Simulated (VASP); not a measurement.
# Cr (Im-3m) in VASP: further runs

Cr is run at these levels: BLYP; tasks: single point.

Program: VASP 6.6.1. These are calculated values, not measurements. Logs are shortened: lines on timing, memory, paths and dates and some standing lists are left out, and cuts for length are marked.

## Step 1: The cell of the first run

The structure is cubic, space group Im-3m (No. 229). Conventional cell: a = 2.879 Å, b = 2.879 Å, c = 2.879 Å, α = 90.00°, β = 90.00°, γ = 90.00°. Within 3.3 Å of Cr (site symmetry m-3m) lie 14 Cr at 2.49 to 2.88 Å.

## Step 2: Single point, BLYP

Input file INCAR:

```
SYSTEM = Cr
PREC = Accurate
ENCUT = 500
EDIFF = 1E-6
ISMEAR = -1
SIGMA = 0.1
LREAL = .False.
LASPH = .True.
NELM = 120
ALGO = Normal
ISIF = 2
LWAVE = .False.
LCHARG = .True.
GGA = B5
ALDAX = 1.0
AGGAX = 1.0
AGGAC = 1.0
ALDAC = 0.0
LELF = .True.
LVHAR = .True.
NBANDS = 12
GGA_COMPAT = .False.
```

Input file KPOINTS:

```
Automatic mesh
0
Gamma
  8 8 8
  0 0 0
```

Input file POSCAR:

```
Cr
1.0
   -1.4396587882      1.4396587882      1.4396587882
    1.4396587882     -1.4396587882      1.4396587882
    1.4396587882      1.4396587882     -1.4396587882
Cr
1
Direct
    0.0000000000      0.0000000000      0.0000000000
```

Potentials or basis: VASP PAW PBE potentials, release 64 (Cr_pv).

The run is started by

```bash
$ cat potpaw_PBE.64/Cr_pv/POTCAR > POTCAR
$ mpirun -np 1 vasp_std > vasp.out
```

OUTCAR:

```text
SYSTEM = Cr
   PREC = Accurate
   ENCUT = 500
   EDIFF = 1E-6
   ISMEAR = -1
   LREAL = .False.
   LASPH = .True.
   NELM = 120
   ISIF = 2
   GGA = B5

 ion  position               nearest neighbor table
   1  0.000  0.000  0.000-

  LATTYP: Found a body centered cubic cell.
 ALAT       =     2.8793175764

  Lattice vectors:

 A1 = (  -1.4396587882,   1.4396587882,   1.4396587882)
 A2 = (   1.4396587882,  -1.4396587882,   1.4396587882)
 A3 = (   1.4396587882,   1.4396587882,  -1.4396587882)

Analysis of symmetry for initial positions (statically):
=====================================================================
 Subroutine PRICEL returns:
 Original cell was already a primitive cell.

 Routine SETGRP: Setting up the symmetry group for a
 body centered cubic supercell.

 Subroutine GETGRP returns: Found 48 space group operations
 (whereof 48 operations were pure point group operations)
 out of a pool of 48 trial point group operations.

The static configuration has the point symmetry O_h .

Analysis of symmetry for dynamics (positions and initial velocities):
=====================================================================
 Subroutine PRICEL returns:
 Original cell was already a primitive cell.

 Routine SETGRP: Setting up the symmetry group for a
 body centered cubic supercell.

 Subroutine GETGRP returns: Found 48 space group operations
 (whereof 48 operations were pure point group operations)
 out of a pool of 48 trial point group operations.

The dynamic configuration has the point symmetry O_h .

 Subroutine INISYM returns: Found 48 space group operations
 (whereof 48 operations are pure point group operations),
 and found     1 'primitive' translations

----------------------------------------------------------------------------------------

                                     Primitive cell

  volume of cell :      11.9354

  direct lattice vectors                    reciprocal lattice vectors
    -1.439658788  1.439658788  1.439658788     0.000000000  0.347304517  0.347304517
     1.439658788 -1.439658788  1.439658788     0.347304517  0.000000000  0.347304517
     1.439658788  1.439658788 -1.439658788     0.347304517  0.347304517  0.000000000

  length of vectors
     2.493562167  2.493562167  2.493562167     0.491162758  0.491162758  0.491162758

  position of ions in fractional coordinates (direct lattice)
     0.000000000  0.000000000  0.000000000
[... 81 lines left out ...]
   NFREE  =      0    steps in history (QN), initial steepest desc. (CG)
   ISIF   =      2    stress and relaxation
   ISYM   =      2    0-nonsym 1-usesym 2-fastsym
   POTIM  = 0.5000    time-step for ionic-motion
   TEBEG  =    0.0;   TEEND  =   0.0 temperature during run
   PSTRESS=    0.0 pullay stress
   NELECT =      12.0000    total number of electrons
   NUPDOWN=      -1.0000    fix difference up-down
   EMIN   =  10.00;   EMAX   =-10.00  energy-range for DOS
   EFERMI =   0.00;   METHOD = LEGACY
   ISMEAR =    -1;   SIGMA  =   0.10  broadening in eV -4-tet -1-fermi 0-gaus
   EFERMI_NEDOS =   21; number of points for ismear=-14 and -15
   IALGO  =     38    algorithm
   IMIX   =      4    mixing-type and parameters
     AMIX     =   0.40;   BMIX     =  1.00
     AMIX_MAG =   1.60;   BMIX_MAG =  1.00
  volume/ion in A,a.u.               =      11.94        80.54
  Fermi-wavevector in a.u.,A,eV,Ry     =   1.640045  3.099235 36.596223  2.689747
  Thomas-Fermi vector in A             =   2.730749
   LORBIT       =      0    0 simple, 1 ext, 2 COOP (PROOUT), +10 PAW based schemes
   GGA     = B5    functional components
   LHFCALC =     F    Hartree Fock is set to
   AEXX    =    0.0000 exact exchange contribution
   IVDW    =     0    specifies the selected vdW correction
   LEPSILON=     F    determine dielectric tensor
   LRPA    =     F    only Hartree local field effects (RPA)
 non-spin polarized calculation
  energy-cutoff  :      500.00
  volume of cell :       11.94
 maximum number of plane-waves:       321
   NGX =  9   NGY =  9   NGZ =  9

 number of electron      11.9999981 magnetization

 Free energy of the ion-electron system (eV)
  ---------------------------------------------------
  ext. energy  EPLUGINS =         0.00000000
  ---------------------------------------------------
  free energy    TOTEN  =        -8.32177089 eV

  energy without entropy =       -8.29747228  energy(sigma->0) =       -8.30962159

 E-fermi :  10.8647     XC(G=0): -12.9176

 val. band max:       10.7851535547   @ k =   0.3750   0.0000   0.0000
 cond. band min:      10.9809057871   @ k =  -0.2500   0.2500   0.1250
 fundamental gap:      0.1957522324
 Fermi energy:        10.8647483097

 k-point     1 :       0.0000    0.0000    0.0000
  band No.  band energies     occupation
      1     -31.6579      2.00000
      2     -31.6579      2.00000
      3     -31.6579      2.00000
      4       3.4552      2.00000
      5      10.0463      1.99944
      6      10.0463      1.99944
      7      10.0463      1.99944
      8      12.0734      0.00001
      9      12.0734      0.00001
     10      17.7290      0.00000
     11      33.2569      0.00000
     12      33.2569      0.00000
[... 331 lines left out ...]
 k-point    24 :      -0.3750    0.3750    0.2500
  band No.  band energies     occupation
      1     -32.2750      2.00000
      2     -32.0388      2.00000
      3     -31.9620      2.00000
      4       7.8187      2.00000
      5       8.4523      2.00000
      6      10.5625      1.90712
      7      11.1643      0.09521
      8      12.7188      0.00000
      9      15.1833      0.00000
     10      17.7291      0.00000
     11      24.1768      0.00000
     12      26.7536      0.00000

 [... further k-points ...]

------------------------ aborting loop because EDIFF is reached ----------------------------------------

  FORCE on cell =-STRESS in cart. coord.  units (eV):
  Direction    XX          YY          ZZ          XY          YZ          ZX
  --------------------------------------------------------------------------------------
  -------------------------------------------------------------------------------------
  Total        0.0188197      0.0188197      0.0188197      0.0000000      0.0000000     -0.0000000
  in kB        2.5263033      2.5263033      2.5263033      0.0000000      0.0000000     -0.0000000
  external PRESSURE =       2.5263033 kB  Pullay stress =       0.0000000 kB

 VOLUME and BASIS-vectors are now :
 -----------------------------------------------------------------------------
  energy-cutoff  :      500.00
  volume of cell :       11.94
      direct lattice vectors                 reciprocal lattice vectors
    -1.439658788  1.439658788  1.439658788     0.000000000  0.347304517  0.347304517
     1.439658788 -1.439658788  1.439658788     0.347304517  0.000000000  0.347304517
     1.439658788  1.439658788 -1.439658788     0.347304517  0.347304517  0.000000000

 POSITION                                       TOTAL-FORCE (eV/Angst)
 -----------------------------------------------------------------------------------
      0.00000      0.00000      0.00000         0.000000     -0.000000      0.000000
 -----------------------------------------------------------------------------------
    total drift:                                0.000000      0.000000      0.000000

  FREE ENERGIE OF THE ION-ELECTRON SYSTEM (eV)
  ---------------------------------------------------
  free  energy   TOTEN  =        -8.3217708911 eV

  energy  without entropy=       -8.2974722845  energy(sigma->0) =       -8.30962159
```

stdout:

```text
POSCAR found type information on POSCAR Cr
 POSCAR found :  1 types and       1 ions
 scaLAPACK will be used
 -----------------------------------------------------------------------------
|                                                                             |
|                                                                             |
|     You enforced a specific xc type in the INCAR file but a different       |
|     I HOPE YOU KNOW WHAT YOU ARE DOING!                                     |
|                                                                             |
 -----------------------------------------------------------------------------

 LDA part: xc-table for (Slater(with rela. corr.)+VWN5), standard interpolation
 POSCAR, INCAR and KPOINTS ok, starting setup
 FFT: planning ... GRIDC
 FFT: planning ... GRID_SOFT
 FFT: planning ... GRID
 WAVECAR not read
 entering main loop
```

It took 9.4 s on 1 thread of Intel Xeon 8259CL, shared host; peak memory 0.12 GiB.

Results:

```
Free energy            : -8.3218 eV
Pressure               : 0.3 GPa
Band gap on the k mesh : zero (band 6 reaches 13.25 eV, above the bottom of band 7 at 10.05 eV)
```

Caveat: the k points lie up to 0.39 Å⁻¹ apart; the PAW data sets were made with another functional, which shifts forces and pressure a little; the run has no spin polarisation, though such a crystal can be magnetic. Spin polarisation is off, so any magnetic state and its effect on volume and gap are missing.

## Step 3: Single point, BLYP, collinear spin, ferromagnetic start

Input file INCAR:

```
PREC = Accurate
ENCUT = 500
EDIFF = 1E-6
ISMEAR = -1
SIGMA = 0.1
LREAL = F
LASPH = T
NELM = 200
ALGO = Normal
ISIF = 2
LWAVE = F
LCHARG = T
ISPIN = 2
MAGMOM = 1.5
LORBIT = 11
LMAXMIX = 4
GGA = B5
ALDAX = 1.0
AGGAX = 1.0
AGGAC = 1.0
ALDAC = 0.0
LELF = T
LVHAR = T
NBANDS = 16
GGA_COMPAT = F
```

Input file KPOINTS:

```
regular mesh
0
Gamma
  8 8 8
```

Input file POSCAR:

```
Cr
1.0
   -1.4392031201      1.4392031201      1.4392031201
    1.4392031201     -1.4392031201      1.4392031201
    1.4392031201      1.4392031201     -1.4392031201
Cr
1
Direct
    0.0000000000      0.0000000000      0.0000000000
```

Potentials or basis: VASP PAW PBE potentials, release 64 (Cr_pv).

The run is started by

```bash
$ cat potpaw_PBE.64/Cr_pv/POTCAR > POTCAR
$ mpirun -np 1 vasp_std > vasp.out
```

OUTCAR:

```text
PREC = Accurate
   ENCUT = 500
   EDIFF = 1E-6
   ISMEAR = -1
   LREAL = F
   LASPH = T
   NELM = 200
   ISIF = 2
   ISPIN = 2
   LORBIT = 11
   GGA = B5

 ion  position               nearest neighbor table
   1  0.000  0.000  0.000-

  LATTYP: Found a body centered cubic cell.
 ALAT       =     2.8784062402

  Lattice vectors:

 A1 = (  -1.4392031201,   1.4392031201,   1.4392031201)
 A2 = (   1.4392031201,  -1.4392031201,   1.4392031201)
 A3 = (   1.4392031201,   1.4392031201,  -1.4392031201)

Analysis of symmetry for initial positions (statically):
[... 1119 lines left out ...]
  Total        0.0361285      0.0361285      0.0361285      0.0000000     -0.0000000      0.0000000
  in kB        4.8543821      4.8543821      4.8543821      0.0000000     -0.0000000      0.0000000
  external PRESSURE =       4.8543821 kB  Pullay stress =       0.0000000 kB

 VOLUME and BASIS-vectors are now :
 -----------------------------------------------------------------------------
  energy-cutoff  :      500.00
  volume of cell :       11.92
      direct lattice vectors                 reciprocal lattice vectors
    -1.439203120  1.439203120  1.439203120     0.000000000  0.347414478  0.347414478
     1.439203120 -1.439203120  1.439203120     0.347414478  0.000000000  0.347414478
     1.439203120  1.439203120 -1.439203120     0.347414478  0.347414478  0.000000000

 POSITION                                       TOTAL-FORCE (eV/Angst)
 -----------------------------------------------------------------------------------
      0.00000      0.00000      0.00000         0.000000      0.000000     -0.000000
 -----------------------------------------------------------------------------------
    total drift:                                0.000000      0.000000      0.000000

  FREE ENERGIE OF THE ION-ELECTRON SYSTEM (eV)
  ---------------------------------------------------
  free  energy   TOTEN  =        -8.3217454134 eV

  energy  without entropy=       -8.2974617780  energy(sigma->0) =       -8.30960360

 total charge

# of ion       s       p       d       tot
------------------------------------------
    1        0.397   6.381   4.228  11.005

 magnetization (x)

# of ion       s       p       d       tot
------------------------------------------
    1        0.000  -0.000  -0.000  -0.000
```

stdout:

```text
POSCAR found type information on POSCAR Cr
 POSCAR found :  1 types and       1 ions
 scaLAPACK will be used
 -----------------------------------------------------------------------------
|                                                                             |
|                                                                             |
|     You enforced a specific xc type in the INCAR file but a different       |
|     I HOPE YOU KNOW WHAT YOU ARE DOING!                                     |
|                                                                             |
 -----------------------------------------------------------------------------

 LDA part: xc-table for (Slater(with rela. corr.)+VWN5), standard interpolation
 POSCAR, INCAR and KPOINTS ok, starting setup
 FFT: planning ... GRIDC
 FFT: planning ... GRID_SOFT
 FFT: planning ... GRID
 WAVECAR not read
 entering main loop
```

It took 25 s on 1 thread of Intel Xeon 8259CL, shared host; peak memory 0.13 GiB.

Results:

* Free energy: -8.3217 eV
* Pressure: 0.5 GPa
* Band gap on the k mesh: zero (filled and empty bands overlap)
* Net moment: 0.00 μB per cell
* Valence electrons inside the program's atomic spheres: Cr 11.01

Levels at points of the mesh, in eV from the Fermi level:
Spin up:
```
           k point  band 4  band 5  band 6  band 7  band 8  band 9
(0.00, 0.00, 0.00)   -7.41   -0.82   -0.82   -0.82    1.21    1.21
(0.50, 0.00, 0.00)   -4.10   -2.27    1.18    1.41    1.52    2.76
(0.50, 0.50, 0.50)   -3.94   -3.94    2.38    2.38    2.38    6.86
```
Spin down:
| k point | band 2 | band 3 | band 4 | band 5 | band 6 | band 7 | band 8 | band 9 | band 10 | band 11 |
| --- | --- | --- | --- | --- | --- | --- | --- | --- | --- | --- |
| (0.00, 0.00, 0.00) | -42.52 | -42.52 | -7.41 | -0.82 | -0.82 | -0.82 | 1.21 | 1.21 | 6.86 | 22.40 |
| (0.50, 0.00, 0.00) | -42.79 | -42.53 | -4.10 | -2.27 | 1.18 | 1.41 | 1.52 | 2.76 | 6.87 | 9.72 |
| (0.50, 0.50, 0.50) | -43.10 | -43.10 | -3.94 | -3.94 | 2.38 | 2.38 | 2.38 | 6.86 | 10.60 | 10.60 |

Caveat: the k points lie up to 0.39 Å⁻¹ apart; the starting moments collapsed, and a magnetic state may lie lower; the PAW data sets were made with another functional, which shifts forces and pressure a little.
